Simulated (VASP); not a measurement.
Runs of VASP 6.6.1 on TePtSe3. The structure is that of space group Pm-3m (No. 221), or close to it. The cells are those of the table. The cell was generated, and may not be a known phase.

| task | cell | k mesh | cutoff (eV) | gap on the mesh (eV) | pressure (GPa) | relaxed volume (Å³/atom) |
| --- | --- | --- | --- | --- | --- | --- |
| single point | a = 4.961 Å, 5 atoms | 4 × 4 × 4 | 520 | none | 0.0 | - |
| relaxation of cell and atoms | relaxed from a = 4.961 Å, 5 atoms | 8 × 8 × 8 | 600 | none | 0.0 | (a) |
| single point | a = 4.969 Å, 5 atoms | 8 × 8 × 8 | 520 | none | 0.0 | - |
| single point | a = 5.253 Å, 5 atoms | 4 × 4 × 4 | 520 | none | -8.5 | - |
| relaxation of cell and atoms | relaxed from a = 5.253 Å, 5 atoms | 4 × 4 × 4 | 600 | none | 0.1 | 24.40 |

Alike in all rows: level PBE; potentials or basis VASP PAW PBE potentials, release 64 (Te, Pt, Se); no spin polarisation; smearing gaussian 0.1 eV.

**Question.** Fill in the values left out.

**Answer.** (a) 24.54.

Caveats: spin-orbit coupling is left out, which moves the levels of the heavy elements; the cell stands under tension (at least some runs); the volume moved by over 15 % at a fixed basis, so the end points are rough (at least some runs).

A k mesh can miss the band edges, and the runs leave out spin-orbit coupling on Pt, Se, Te.

A gap of «none» marks levels without a gap at the run's occupations.
